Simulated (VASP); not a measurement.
# Mg in VASP: relaxation of the atoms with PBE

Aim: the relaxation of the atoms of Mg with PBE.

Everything below comes from runs of VASP 6.6.1. Logs are shortened: lines on timing, memory, paths and dates and some standing lists are left out, and cuts for length are marked.

### Step 1. The cell of the first run

The cell holds a slab with vacuum, 6 atoms: a = 3.203 Å, b = 7.978 Å, c = 17.978 Å, α = 90.00°, β = 90.00°, γ = 101.58°.

### Step 2. Relaxation of the atoms, PBE

Input file INCAR:

```
SYSTEM = Mg
PREC     = Accurate       ! precision mode
ENCUT    = 520            ! plane-wave cutoff, eV
EDIFF    = 1E-6           ! SCF threshold, eV
ISMEAR   = 0              ! smearing method
SIGMA    = 0.1            ! smearing width, eV
LREAL    = .False.        ! projectors in reciprocal space
LASPH    = .True.         ! aspherical terms in the spheres
NELM     = 100            ! most SCF steps
ALGO     = Normal         ! electronic algorithm
ISIF     = 2              ! what is computed and relaxed
LWAVE    = .False.        ! write WAVECAR
LCHARG   = .False.        ! write CHGCAR
LDIPOL   = .True.       
IDIPOL   = 3            
DIPOL    = 0.5 0.5 0.500
GGA      = PE             ! functional
IBRION   = 2              ! ionic algorithm
NSW      = 70             ! ionic steps
EDIFFG   = -0.03          ! ionic threshold
ISYM     = 0
```

Input file KPOINTS:

```
Automatic mesh
0
Gamma
  9 4 1
  0 0 0
```

Input file POSCAR:

```
Mg
1.0
    3.2034417932      0.0000000000      0.0000000000
   -1.6017208966      7.8153198520      0.0000000000
    0.0000000000      0.0000000000     17.9780731148
Mg
6
Selective dynamics
Direct
    0.8493879957      0.6987759913      0.3893631957  F F F
    0.5210014932      0.0420029864      0.4233852182  F F F
    0.1926149907      0.3852299814      0.4574072407  F F F
    0.3703894889      0.7407789777      0.5425927593  T T T
    0.0420029864      0.0840059728      0.5766147818  T T T
    0.7136164839      0.4272329678      0.6106368043  T T T
```

Potentials or basis: VASP PAW PBE potentials, release 64 (Mg).

On the command line:

```bash
cat potpaw_PBE.64/Mg/POTCAR > POTCAR
mpirun -np 1 vasp_std > vasp.out
```

OUTCAR:

```text
SYSTEM = Mg
   PREC = Accurate
   ENCUT = 520
   EDIFF = 1E-6
   ISMEAR = 0
   LREAL = .False.
   LASPH = .True.
   NELM = 100
   ISIF = 2
   GGA = PE
   IBRION = 2
   NSW = 70
   EDIFFG = -0.03
   ISYM = 0

 ion  position               nearest neighbor table
   1  0.849  0.699  0.389-   3 3.17   3 3.17   2 3.18   2 3.18   4 3.20   4 3.20
   2  0.521  0.042  0.423-   3 3.18   3 3.18   4 3.18   1 3.18   1 3.18   5 3.20   5 3.20
   3  0.193  0.385  0.457-   4 3.17   1 3.17   1 3.17   5 3.18   2 3.18   2 3.18   6 3.20   6 3.20

   4  0.370  0.741  0.543-   3 3.17   6 3.17   6 3.17   2 3.18   5 3.18   5 3.18   1 3.20   1 3.20

   5  0.042  0.084  0.577-   3 3.18   6 3.18   6 3.18   4 3.18   4 3.18   2 3.20   2 3.20
   6  0.714  0.427  0.611-   4 3.17   4 3.17   5 3.18   5 3.18   3 3.20   3 3.20

IMPORTANT INFORMATION: All symmetrisations will be switched off!
NOSYMM: (Re-)initialisation of all symmetry stuff for point group C_1.

----------------------------------------------------------------------------------------

                                     Primitive cell

  volume of cell :     450.0976

  direct lattice vectors                    reciprocal lattice vectors
     3.203441793  0.000000000  0.000000000     0.312164249  0.063976908  0.000000000
    -1.601720897  7.815319852  0.000000000     0.000000000  0.127953816  0.000000000
     0.000000000  0.000000000 17.978073115     0.000000000  0.000000000  0.055623314

  length of vectors
     3.203441793  7.977764989 17.978073115     0.318652731  0.127953816  0.055623314

  position of ions in fractional coordinates (direct lattice)
     0.849387996  0.698775991  0.389363196
     0.521001493  0.042002986  0.423385218
     0.192614991  0.385229981  0.457407241
     0.370389489  0.740778978  0.542592759
     0.042002986  0.084005973  0.576614782
     0.713616484  0.427232968  0.610636804

  ion indices of the primitive-cell ions
   primitive index   ion index
                 1           1
                 2           2
                 3           3
                 4           4
                 5           5
                 6           6

----------------------------------------------------------------------------------------

 KPOINTS: Automatic mesh

Automatic generation of k-mesh.
 Grid dimensions read from file:
[... 115 lines left out ...]
  energy-cutoff  :      520.00
  volume of cell :      450.10
 maximum number of plane-waves:     12173
   NGX = 11   NGY = 29   NGZ = 67

--------------------------------------- Ionic step        1  -------------------------------------------

 number of electron      12.0000000 magnetization

 Free energy of the ion-electron system (eV)
  ---------------------------------------------------
  ext. energy  EPLUGINS =         0.00000000
  ---------------------------------------------------
  free energy    TOTEN  =        -7.08283606 eV

  energy without entropy =       -7.06353361  energy(sigma->0) =       -7.07318484

------------------------ aborting loop because EDIFF is reached ----------------------------------------

  FORCE on cell =-STRESS in cart. coord.  units (eV):
  Direction    XX          YY          ZZ          XY          YZ          ZX
  --------------------------------------------------------------------------------------
  -------------------------------------------------------------------------------------
  Total       -3.9788878     -0.9746716      0.3119476     -0.4085548      0.0033905      0.0055675
  in kB      -14.1633355     -3.4694623      1.1104155     -1.4543004      0.0120690      0.0198182
  external PRESSURE =      -5.5074608 kB  Pullay stress =       0.0000000 kB
[... 181 lines left out ...]
  FREE ENERGIE OF THE ION-ELECTRON SYSTEM (eV)
  ---------------------------------------------------
  free  energy   TOTEN  =        -7.0904780569 eV

  energy  without entropy=       -7.0718976173  energy(sigma->0) =       -7.08118784

 dipolmoment           0.000000      0.000000     -0.001807 electrons x Angstroem

--------------------------------------- Ionic step        6  -------------------------------------------

 number of electron      12.0000000 magnetization

------------------------ aborting loop because EDIFF is reached ----------------------------------------
[... 75 lines left out ...]
--------------------------------------- Ionic step        8  -------------------------------------------

 number of electron      12.0000000 magnetization

 dipolmoment           0.000000      0.000000      0.002250 electrons x Angstroem

 Free energy of the ion-electron system (eV)
  ---------------------------------------------------
  ext. energy  EPLUGINS =         0.00000000
  ---------------------------------------------------
  free energy    TOTEN  =        -7.09660724 eV

  energy without entropy =       -7.07788541  energy(sigma->0) =       -7.08724633

 E-fermi :  -1.6077     XC(G=0):  -3.6259

 val. band max:       -1.6407168767   @ k =  -0.3333   0.2500   0.0000
 cond. band min:      -1.5732756591   @ k =   0.2222   0.0000   0.0000
 fundamental gap:      0.0674412176
 Fermi energy:        -1.6076970418

 k-point     1 :       0.0000    0.0000    0.0000
  band No.  band energies     occupation
      1      -7.7552      2.00000
      2      -5.8015      2.00000
      3      -5.3620      2.00000
      4      -5.0884      2.00000
      5      -3.5026      2.00000
      6      -3.2315      2.00000
      7      -2.3840      2.00000
      8      -0.9031      0.00000
      9      -0.5349      0.00000
     10       0.6052      0.00000
[... 222 lines left out ...]
 k-point    19 :       0.4444    0.5000    0.0000
  band No.  band energies     occupation
      1      -4.7263      2.00000
      2      -3.7069      2.00000
      3      -3.2308      2.00000
      4      -2.6482      2.00000
      5      -2.1481      2.00000
      6      -1.3627      0.00053
      7      -1.3376      0.00013
      8      -0.7994      0.00000
      9       0.0958      0.00000
     10       0.1858      0.00000

------------------------ aborting loop because EDIFF is reached ----------------------------------------

 vacuum level on the upper side and lower side of the slab       (xc-potential included)        -0.196        -0.189

  FORCE on cell =-STRESS in cart. coord.  units (eV):
  Direction    XX          YY          ZZ          XY          YZ          ZX
  --------------------------------------------------------------------------------------
  -------------------------------------------------------------------------------------
  Total       -4.1588381     -0.9344279     -0.1120780     -0.4605822     -0.0003491      0.0024720
  in kB      -14.8038904     -3.3262099     -0.3989553     -1.6394986     -0.0012427      0.0087995
  external PRESSURE =      -6.1763519 kB  Pullay stress =       0.0000000 kB
[... 21 lines left out ...]
  FREE ENERGIE OF THE ION-ELECTRON SYSTEM (eV)
  ---------------------------------------------------
  free  energy   TOTEN  =        -7.0966072419 eV

  energy  without entropy=       -7.0778854101  energy(sigma->0) =       -7.08724633

 reached required accuracy - stopping structural energy minimisation

 vacuum level on the upper side and lower side of the slab         1.851         1.855
```

CONTCAR:

```text
Mg
   1.00000000000000
     3.2034417932000001    0.0000000000000000    0.0000000000000000
    -1.6017208966000001    7.8153198520000000    0.0000000000000000
     0.0000000000000000    0.0000000000000000   17.9780731148000008
  Mg
     6
Selective dynamics
Direct
     0.8493879956999990    0.6987759913000033    0.3893631956999997   F   F   F
     0.5210014932000036    0.0420029864000000    0.4233852182000035   F   F   F
     0.1926149907000010    0.3852299814000020    0.4574072407000003   F   F   F
     0.3712205096398999    0.7422398646908214    0.5502044680818816   T   T   T
     0.0424736270304645    0.0838073330137685    0.5796228941136042   T   T   T
     0.7127577108739195    0.4255512688900071    0.6097628165871998   T   T   T

  0.00000000E+00  0.00000000E+00  0.00000000E+00
  0.00000000E+00  0.00000000E+00  0.00000000E+00
  0.00000000E+00  0.00000000E+00  0.00000000E+00
  0.00000000E+00  0.00000000E+00  0.00000000E+00
  0.00000000E+00  0.00000000E+00  0.00000000E+00
  0.00000000E+00  0.00000000E+00  0.00000000E+00
```

Run time: 7.8 min. Hardware: 1 thread of Intel Xeon Platinum 8259CL at 2.50GHz (Skylake/Cascade Lake), shared host; peak memory 0.52 GiB.

Results:

```
Free energy               : -7.0966 eV
Energy gained by relaxing : 2.3 meV/atom
Ionic steps               : 8
Band gap on the k mesh    : zero (bands 6 and 7 overlap by 1.02 eV)
```

The path:
| step | energy change (eV) | largest force on free atoms (eV/Å) | pressure (GPa) |
| --- | --- | --- | --- |
| 1 | 0.0000 | 0.1826 | -0.55 |
| 2 | -0.0018 | 0.1678 | -0.55 |
| 3 | -0.0063 | 0.1261 | -0.57 |
| 4 | -0.0114 | 0.0687 | -0.59 |
| 5 | -0.0076 | 0.1593 | -0.62 |
| 6 | -0.0122 | 0.0744 | -0.60 |
| 7 | -0.0134 | 0.0355 | -0.61 |
| 8 | -0.0138 | 0.0150 | -0.62 |

Final structure:
```
CELL_PARAMETERS angstrom
3.20344 0.00000 0.00000
-1.60172 7.81532 0.00000
0.00000 0.00000 17.97807
ATOMIC_POSITIONS crystal
Mg 0.84939 0.69878 0.38936
Mg 0.52100 0.04200 0.42339
Mg 0.19262 0.38523 0.45741
Mg 0.37122 0.74224 0.55020
Mg 0.04247 0.08381 0.57962
Mg 0.71276 0.42555 0.60976
```

The gap in the log of VASP goes by the Fermi energy; the results here count the filled bands.